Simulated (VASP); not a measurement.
# GaW (P1) in VASP: a series of runs

Runs on GaW. Level: PBE. Tasks: single point.

Everything below comes from runs of VASP 6.6.1. Logs are shortened: lines on timing, memory, paths and dates and some standing lists are left out, and cuts for length are marked.

**1. The cell of the first run**

The typed cell holds 2 atoms: a = 2.997 Å, b = 2.997 Å, c = 3.649 Å, α = 90.00°, β = 90.00°, γ = 133.86°.

**2. Single point, PBE**

File INCAR:

```
PREC = Accurate ; ENCUT = 520
EDIFF = 1E-6 ; ISMEAR = 1
SIGMA = 0.05 ; LREAL = F
LASPH = T ; NELM = 80
ALGO = Fast ; ISIF = 2
LWAVE = F ; LCHARG = T
GGA = PE ; LELF = T
LVHAR = T ; NBANDS = 20
```

File KPOINTS:

```
regular mesh
0
Gamma
  20 20 12
```

File POSCAR:

```
GaW
1.0
    1.1744091000     -2.7573651400      0.0000000000
    1.1744091000      2.7573651400      0.0000000000
    0.0000000000      0.0000000000      3.6494211500
Ga W
1 1
Direct
   -0.0121080000     -0.0045930000      0.0064100000
    0.0215470000      0.0154760000      0.4940100000
```

Potentials or basis: VASP PAW PBE potentials, release 64 (Ga_d, W_sv).

Started as:

```sh
$ cat potpaw_PBE.64/Ga_d/POTCAR potpaw_PBE.64/W_sv/POTCAR > POTCAR
$ mpirun -np 1 vasp_std > vasp.out
```

OUTCAR:

```text
PREC = Accurate
   ENCUT = 520
   EDIFF = 1E-6
   ISMEAR = 1
   LREAL = F
   LASPH = T
   NELM = 80
   ISIF = 2
   GGA = PE

 ion  position               nearest neighbor table
   1  0.988  0.995  0.006-   2 1.78   2 1.87   2 2.90   2 2.95   2 3.00   2 3.05
   2  0.022  0.015  0.494-   1 1.78   1 1.87   1 2.90   1 2.95   1 3.00   1 3.05

  LATTYP: Found a base centered orthorhombic cell.
 ALAT       =     2.3488182000
 B/A-ratio  =     2.3478744673
 C/A-ratio  =     1.5537265294

  Lattice vectors:

 A1 = (   1.1744091000,  -2.7573651400,   0.0000000000)
 A2 = (   1.1744091000,   2.7573651400,   0.0000000000)
 A3 = (   0.0000000000,   0.0000000000,   3.6494211500)

Analysis of symmetry for initial positions (statically):
=====================================================================
 Subroutine PRICEL returns:
 Original cell was already a primitive cell.

 Routine SETGRP: Setting up the symmetry group for a
 base centered orthorhombic supercell.

 Subroutine GETGRP returns: Found  1 space group operations
 (whereof  1 operations were pure point group operations)
 out of a pool of  8 trial point group operations.

The static configuration has the point symmetry C_1 .

Analysis of symmetry for dynamics (positions and initial velocities):
=====================================================================
 Subroutine PRICEL returns:
 Original cell was already a primitive cell.

 Routine SETGRP: Setting up the symmetry group for a
 base centered orthorhombic supercell.

 Subroutine GETGRP returns: Found  1 space group operations
 (whereof  1 operations were pure point group operations)
 out of a pool of  8 trial point group operations.

The dynamic configuration has the point symmetry C_1 .

 Subroutine INISYM returns: Found  1 space group operations
 (whereof  1 operations are pure point group operations),
 and found     1 'primitive' translations

----------------------------------------------------------------------------------------

                                     Primitive cell

  volume of cell :      23.6357

  direct lattice vectors                    reciprocal lattice vectors
     1.174409100 -2.757365140  0.000000000     0.425746020 -0.181332531  0.000000000
     1.174409100  2.757365140  0.000000000     0.425746020  0.181332531  0.000000000
     0.000000000  0.000000000  3.649421150     0.000000000  0.000000000  0.274016059

  length of vectors
     2.997048423  2.997048423  3.649421150     0.462753887  0.462753887  0.274016059

  position of ions in fractional coordinates (direct lattice)
     0.987892000  0.995407000  0.006410000
     0.021547000  0.015476000  0.494010000

  ion indices of the primitive-cell ions
   primitive index   ion index
                 1           1
                 2           2

----------------------------------------------------------------------------------------

 KPOINTS: regular mesh

Automatic generation of k-mesh.
 Grid dimensions read from file:
 generate k-points for:   20   20   12

 Generating k-lattice:

  Cartesian coordinates                     Fractional coordinates (reciprocal lattice)
     0.021287301 -0.009066627  0.000000000     0.050000000 -0.000000000  0.000000000
     0.021287301  0.009066627  0.000000000    -0.000000000  0.050000000  0.000000000
     0.000000000  0.000000000  0.022834672     0.000000000  0.000000000  0.083333333

  Length of vectors
     0.023137694  0.023137694  0.022834672

  Shift w.r.t. Gamma in fractional coordinates (k-lattice)
     0.000000000  0.000000000  0.000000000

 Subroutine IBZKPT returns following result:
 ===========================================

 Found   2404 irreducible k-points:

 Following reciprocal coordinates:
            Coordinates               Weight
  0.000000  0.000000  0.000000      1.000000
  0.050000  0.000000  0.000000      2.000000
  0.000000  0.050000  0.000000      2.000000
  0.100000  0.000000  0.000000      2.000000
  0.000000  0.100000  0.000000      2.000000
  0.150000  0.000000  0.000000      2.000000
[... 16 lines left out ...]
  0.100000  0.050000  0.000000      2.000000
  0.050000  0.100000  0.000000      2.000000
 [... further k-points ...]
   k-points           NKPTS =   2404   k-points in BZ     NKDIM =   2404   number of bands    NBANDS=     20
   number of dos      NEDOS =    301   number of ions     NIONS =      2
   total plane-waves  NPLWV =  16128
   dimension x,y,z NGX =    24 NGY =   24 NGZ =   28
   dimension x,y,z NGXF=    48 NGYF=   48 NGZF=   56
   ions per type =               1   1
   NGX,Y,Z   is equivalent  to a cutoff of  13.31, 13.31, 12.76 a.u.
   NGXF,Y,Z  is equivalent  to a cutoff of  26.63, 26.63, 25.51 a.u.
 SYSTEM =  unknown system
   PREC   = accura    normal or accurate (medium, high low for compatibility)
   ISTART =      0    job   : 0-new  1-cont  2-samecut
   ICHARG =      2    charge: 1-file 2-atom 10-const
   ISPIN  =      1    spin polarized calculation?
   LNONCOLLINEAR =      F non collinear calculations
   LSORBIT =      F    spin-orbit coupling
   LASPH  =      T    aspherical Exc in radial PAW
   ENCUT  =  520.0 eV  38.22 Ry    6.18 a.u.   5.57  5.57  6.79*2*pi/ulx,y,z
   NELM   =     80;   NELMIN=  2; NELMDL= -5     # of ELM steps
   EDIFF  = 0.1E-05   stopping-criterion for ELM
   LREAL  =      F    real-space projection
   EDIFFG = 0.1E-04   stopping-criterion for IOM
   NSW    =      0    number of steps for IOM
   IBRION =     -1    ionic relax: 0-MD 1-quasi-New 2-CG
   NFREE  =      0    steps in history (QN), initial steepest desc. (CG)
   ISIF   =      2    stress and relaxation
   ISYM   =      2    0-nonsym 1-usesym 2-fastsym
   POTIM  = 0.5000    time-step for ionic-motion
   TEBEG  =    0.0;   TEEND  =   0.0 temperature during run
   PSTRESS=    0.0 pullay stress
   NELECT =      27.0000    total number of electrons
   NUPDOWN=      -1.0000    fix difference up-down
   EMIN   =  10.00;   EMAX   =-10.00  energy-range for DOS
   EFERMI =   0.00;   METHOD = LEGACY
   ISMEAR =     1;   SIGMA  =   0.05  broadening in eV -4-tet -1-fermi 0-gaus
   EFERMI_NEDOS =   21; number of points for ismear=-14 and -15
   IALGO  =     68    algorithm
   IMIX   =      4    mixing-type and parameters
     AMIX     =   0.40;   BMIX     =  1.00
     AMIX_MAG =   1.60;   BMIX_MAG =  1.00
  volume/ion in A,a.u.               =      11.82        79.75
  Fermi-wavevector in a.u.,A,eV,Ry     =   1.711355  3.233993 39.847888  2.928737
  Thomas-Fermi vector in A             =   2.789485
   LORBIT       =      0    0 simple, 1 ext, 2 COOP (PROOUT), +10 PAW based schemes
   GGA     = PE    functional components
   LHFCALC =     F    Hartree Fock is set to
   AEXX    =    0.0000 exact exchange contribution
   IVDW    =     0    specifies the selected vdW correction
   LEPSILON=     F    determine dielectric tensor
   LRPA    =     F    only Hartree local field effects (RPA)
 non-spin polarized calculation
 RMM-DIIS sequential band-by-band and
 Methfessel and Paxton  Order N= 1 SIGMA  =   0.05
  energy-cutoff  :      520.00
  volume of cell :       23.64
 maximum number of plane-waves:       670
   NGX = 11   NGY = 11   NGZ = 13

 number of electron      27.0000005 magnetization

 Free energy of the ion-electron system (eV)
  ---------------------------------------------------
  ext. energy  EPLUGINS =         0.00000000
  ---------------------------------------------------
  free energy    TOTEN  =        -0.43392426 eV

  energy without entropy =       -0.43400202  energy(sigma->0) =       -0.43395018

 E-fermi :  12.9428     XC(G=0): -14.2563

 val. band max:       12.9424195715   @ k =  -0.0500  -0.4500  -0.1667
 cond. band min:      12.9431747895   @ k =   0.1000  -0.4500   0.5000
 fundamental gap:      0.0007552180
 Fermi energy:        12.9428262874

 k-point     1 :       0.0000    0.0000    0.0000
  band No.  band energies     occupation
      1     -60.6279      2.00000
      2     -26.4766      2.00000
      3     -24.4287      2.00000
      4     -23.2630      2.00000
      5      -5.1267      2.00000
      6      -4.2215      2.00000
[... 12 lines left out ...]
     19      28.3354      0.00000
     20      28.6509      0.00000

 k-point     2 :       0.0500    0.0000    0.0000
  band No.  band energies     occupation
      1     -60.6189      2.00000
      2     -26.4654      2.00000
      3     -24.4266      2.00000
      4     -23.3577      2.00000
      5      -5.1175      2.00000
      6      -4.2213      2.00000
[... 12 lines left out ...]
     19      27.6892      0.00000
     20      28.7847      0.00000

 k-point     3 :       0.0000    0.0500    0.0000
  band No.  band energies     occupation
      1     -60.6189      2.00000
      2     -26.4654      2.00000
      3     -24.4266      2.00000
      4     -23.3577      2.00000
      5      -5.1175      2.00000
      6      -4.2214      2.00000
[... 12 lines left out ...]
     19      27.6909      0.00000
     20      28.8038      0.00000

 k-point     4 :       0.1000    0.0000    0.0000
  band No.  band energies     occupation
      1     -60.5928      2.00000
      2     -26.4328      2.00000
      3     -24.4206      2.00000
      4     -23.6269      2.00000
      5      -5.0926      2.00000
      6      -4.2208      2.00000
[... 12 lines left out ...]
     19      26.3537      0.00000
     20      29.2523      0.00000

 k-point     5 :       0.0000    0.1000    0.0000
  band No.  band energies     occupation
      1     -60.5928      2.00000
      2     -26.4328      2.00000
      3     -24.4205      2.00000
      4     -23.6270      2.00000
      5      -5.0926      2.00000
      6      -4.2214      2.00000
[... 12 lines left out ...]
     19      26.3397      0.00000
     20      29.2823      0.00000

 k-point     6 :       0.1500    0.0000    0.0000
  band No.  band energies     occupation
      1     -60.5518      2.00000
      2     -26.3816      2.00000
      3     -24.4137      2.00000
      4     -24.0287      2.00000
      5      -5.0581      2.00000
      6      -4.2210      2.00000
[... 12 lines left out ...]
     19      25.5551      0.00000
     20      29.3526      0.00000

 k-point     7 :       0.0000    0.1500    0.0000
  band No.  band energies     occupation
      1     -60.5518      2.00000
      2     -26.3816      2.00000
      3     -24.4131      2.00000
      4     -24.0293      2.00000
      5      -5.0579      2.00000
      6      -4.2235      2.00000
[... 12 lines left out ...]
     19      25.5307      0.00000
     20      29.2709      0.00000
[... 277 lines left out ...]
 k-point    20 :       0.5000   -0.0000    0.0000
  band No.  band energies     occupation
      1     -60.2519      2.00000
      2     -26.5547      2.00000
      3     -25.9983      2.00000
      4     -24.3187      2.00000
      5      -4.8810      2.00000
      6      -4.8668      2.00000
[... 12 lines left out ...]
     19      22.9352      0.00000
     20      28.0784      0.00000

 k-point    21 :      -0.0000    0.5000    0.0000
  band No.  band energies     occupation
      1     -60.2519      2.00000
      2     -26.5542      2.00000
      3     -25.9983      2.00000
      4     -24.3190      2.00000
      5      -4.8803      2.00000
      6      -4.8698      2.00000
[... 12 lines left out ...]
     19      22.9884      0.00000
     20      28.0916      0.00000

 k-point    22 :       0.0500    0.0500    0.0000
  band No.  band energies     occupation
      1     -60.5936      2.00000
      2     -26.4346      2.00000
      3     -24.4039      2.00000
      4     -23.6259      2.00000
      5      -5.0940      2.00000
      6      -4.2148      2.00000
[... 12 lines left out ...]
     19      26.2524      0.00000
     20      29.2553      0.00000

 k-point    23 :       0.1000    0.0500    0.0000
  band No.  band energies     occupation
      1     -60.5535      2.00000
      2     -26.3850      2.00000
      3     -24.3805      2.00000
      4     -24.0292      2.00000
      5      -5.0604      2.00000
      6      -4.2088      2.00000
[... 12 lines left out ...]
     19      25.2068      0.00000
     20      29.0490      0.00000

 k-point    24 :       0.0500    0.1000    0.0000
  band No.  band energies     occupation
      1     -60.5535      2.00000
      2     -26.3850      2.00000
      3     -24.3803      2.00000
      4     -24.0295      2.00000
      5      -5.0604      2.00000
      6      -4.2098      2.00000
[... 12 lines left out ...]
     19      25.1956      0.00000
     20      29.0313      0.00000

 [... further k-points ...]

------------------------ aborting loop because EDIFF is reached ----------------------------------------

  FORCE on cell =-STRESS in cart. coord.  units (eV):
  Direction    XX          YY          ZZ          XY          YZ          ZX
  --------------------------------------------------------------------------------------
  -------------------------------------------------------------------------------------
  Total       17.4994991      2.2729173     99.1919495     -0.0653422     -0.3230536      0.5447449
  in kB     1186.2289822    154.0730022   6723.8704825     -4.4293155    -21.8986546     36.9263217
  external PRESSURE =    2688.0574890 kB  Pullay stress =       0.0000000 kB

 VOLUME and BASIS-vectors are now :
 -----------------------------------------------------------------------------
  energy-cutoff  :      520.00
  volume of cell :       23.64
      direct lattice vectors                 reciprocal lattice vectors
     1.174409100 -2.757365140  0.000000000     0.425746020 -0.181332531  0.000000000
     1.174409100  2.757365140  0.000000000     0.425746020  0.181332531  0.000000000
     0.000000000  0.000000000  3.649421150     0.000000000  0.000000000  0.274016059

 POSITION                                       TOTAL-FORCE (eV/Angst)
 -----------------------------------------------------------------------------------
      2.32920      0.02072      0.02339        -1.943567      1.116063     -8.748122
      0.04348     -0.01674      1.80285         1.943567     -1.116063      8.748122
 -----------------------------------------------------------------------------------
    total drift:                               -0.000324      0.000299      0.002231

  FREE ENERGIE OF THE ION-ELECTRON SYSTEM (eV)
  ---------------------------------------------------
  free  energy   TOTEN  =        -0.4339242620 eV

  energy  without entropy=       -0.4340020249  energy(sigma->0) =       -0.43395018
```

Wall time 29 min (1 thread of Intel Xeon 8259CL, shared host); peak memory 1.1 GiB.

What came out:

```yaml
Free_energy: -0.4339 eV
Pressure: 268.8 GPa
Largest_force: 9.031 eV/Å
Band_gap_on_the_k_mesh: zero (an odd number of electrons rules out a gap without spin polarisation)
```

Forces on the atoms (eV/Å):
```
Ga  -1.944  1.116 -8.748
W    1.944 -1.116  8.748
```

Levels at points of the mesh, in eV from the Fermi level:
| k point | band 11 | band 12 | band 13 | band 14 | band 15 | band 16 |
| --- | --- | --- | --- | --- | --- | --- |
| (0.00, 0.00, 0.00) | -5.61 | -3.53 | 1.15 | 1.29 | 3.88 | 4.36 |
| (0.50, 0.00, 0.00) | -4.46 | -3.99 | -3.62 | 1.08 | 3.88 | 4.51 |
| (0.00, 0.50, 0.00) | -4.50 | -3.99 | -3.60 | 1.07 | 3.89 | 4.55 |
| (0.50, 0.50, 0.00) | -5.68 | -5.13 | -2.78 | 4.02 | 5.54 | 6.20 |
| (0.00, 0.00, 0.50) | -7.58 | -4.46 | -3.44 | -1.72 | 2.55 | 3.90 |
| (0.50, 0.00, 0.50) | -4.90 | -2.16 | -2.03 | -0.36 | 4.06 | 4.19 |
| (0.00, 0.50, 0.50) | -4.90 | -2.14 | -2.02 | -0.33 | 4.09 | 4.17 |
| (0.50, 0.50, 0.50) | -5.76 | -5.04 | -3.82 | 0.86 | 2.03 | 5.35 |

Caveat: atoms lie so close that the PAW spheres overlap strongly, which falsifies energies and pressures; the stress differs along the axes, from 15 to 672 GPa; spin-orbit coupling is left out, which moves the levels of the heavy elements; forces of over 1 eV/Å act on the atoms, so gaps and moduli don't describe the material at rest.

**3. Single point, PBE**

File INCAR:

```
ALGO = Normal ; EDIFF = 1E-6
ENCUT = 520 ; GGA = PE
ISIF = 2 ; ISMEAR = 1
LASPH = True ; LCHARG = True
LELF = True ; LREAL = False
LVHAR = True ; LWAVE = False
NBANDS = 20 ; NELM = 80
PREC = Accurate ; SIGMA = 0.05
```

File KPOINTS:

```
k-points
0
Gamma
  9 9 5
```

POSCAR is that of step 2.

Potentials or basis: VASP PAW PBE potentials, release 64 (Ga_d, W_sv).

Started as:

```sh
$ cat potpaw_PBE.64/Ga_d/POTCAR potpaw_PBE.64/W_sv/POTCAR > POTCAR
$ mpirun -np 1 vasp_std > vasp.out
```

Wall time 3.1 min (1 thread of Oxide Virtual Turin-like, shared host); peak memory 0.19 GiB.

Results (log left out):

| Quantity | Value |
| --- | --- |
| Free energy | -0.4131 eV |
| Pressure | 267.2 GPa |
| Largest force | 8.985 eV/Å |
| Band gap on the k mesh | zero (an odd number of electrons rules out a gap without spin polarisation) |

Forces on the atoms (eV/Å):
```
Ga  -1.968  1.152 -8.691
W    1.968 -1.152  8.691
```

Stress tensor (GPa, compression positive):
```
119.12  -0.38   3.66
 -0.38  14.91  -2.18
  3.66  -2.18 667.62
```

Levels at points of the mesh, in eV from the Fermi level:
```tsv
k point	band 10	band 11	band 12	band 13	band 14	band 15	band 16	band 17	band 18	band 19
(0.00, 0.00, 0.00)	-13.31	-5.60	-3.50	1.10	1.25	3.91	4.34	6.12	9.92	15.38
```

Caveat: atoms lie so close that the PAW spheres overlap strongly, which falsifies energies and pressures; the stress differs along the axes, from 15 to 668 GPa; spin-orbit coupling is left out, which moves the levels of the heavy elements; forces of over 1 eV/Å act on the atoms, so gaps and moduli don't describe the material at rest.

The gap in the log of VASP goes by the Fermi energy; the results here count the filled bands.